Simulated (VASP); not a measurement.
## Co: single point with RPBE

Co:

```
Co
1.0
     2.30577    0.00000    0.00000
     0.00000    2.30577    0.00000
     0.00000    0.00000    2.30577
Co
1
Direct
  0.00000 0.00000 0.00000
```

| Item | Value |
| --- | --- |
| Program | VASP 6.6.1 |
| Task | single point |
| Functional | RPBE |
| Potentials or basis | VASP PAW PBE potentials, release 64 (Co) |
| Cutoff | 600 eV |
| k mesh | 22 × 22 × 22 |
| Occupations | fermi-dirac, width 0.1 eV |
| Spin | no spin polarisation |
| Dipole correction | no |
| Further INCAR settings | ALGO = Normal; EDIFF = 1e-06; NBANDS = 10 |

```
Pressure : -0.6 GPa
```

Levels at points of the mesh, in eV from the Fermi level:
```tsv
k point	band 2	band 3	band 4	band 5	band 6	band 7	band 8	band 9
(0.00, 0.00, 0.00)	-3.43	-3.43	0.46	0.46	0.46	19.97	19.97	19.97
(0.50, 0.00, 0.00)	-2.91	-1.09	-0.80	-0.80	0.57	4.68	24.06	26.92
(0.50, 0.50, 0.00)	-2.48	-0.54	-0.54	1.32	5.50	5.50	11.73	12.77
(0.50, 0.50, 0.50)	-3.09	-3.09	1.38	1.38	12.58	12.58	12.58	13.33
```

Run time: 26 s on 1 thread of Intel Xeon 6975P-C, with other jobs on the host, peak memory 0.17 GiB.

Caveat: the PAW data sets were made with another functional, which shifts forces and pressure a little; the run has no spin polarisation, though such a crystal can be magnetic. Spin polarisation is off, so any magnetic state and its effect on volume and gap are missing.
